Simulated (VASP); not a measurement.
A run of VASP 6.6.1:

The input INCAR:

```
SYSTEM = SnTe
ALGO = Normal
EDIFF = 1E-6
ENCUT = 520
GGA = PS
ISIF = 2
ISMEAR = 0
LASPH = .TRUE.
LCHARG = .TRUE.
LELF = .TRUE.
LREAL = .FALSE.
LVHAR = .TRUE.
LWAVE = .FALSE.
NBANDS = 17
NELM = 60
PREC = Accurate
SIGMA = 0.01
```

Contents of KPOINTS:

```
k-points
0
G
  10 10 10
  0 0 0
```

File POSCAR:

```
SnTe
1.0
    3.1285142236      3.1285142236      0.0000000000
   -3.1285142236      3.1285142236      0.0000000000
    0.0000000000      3.1285142236      3.1447410254
Sn Te
1 1
Direct
    0.0000000000      0.0000000000      0.0000000000
    0.5000000000      0.5000000000      0.0000000000
```

Potentials or basis: VASP PAW PBE potentials, release 64 (Sn_d, Te).

Run with:

```bash
$ cat potpaw_PBE.64/Sn_d/POTCAR potpaw_PBE.64/Te/POTCAR > POTCAR
$ mpirun -np 1 vasp_std > vasp.out
```

Hardware: 1 thread of Intel(R) Xeon(R) Platinum 8259CL CPU @ 2.50GHz (Skylake/Cascade Lake), with other jobs on the host.

Problem. How long does it take, and how much memory?

Solution. Run time: 110 s on 1 thread of Intel(R) Xeon(R) Platinum 8259CL CPU @ 2.50GHz (Skylake/Cascade Lake), on a shared host, peak memory 0.27 GiB. Counts: scf iterations 12, k points 102.
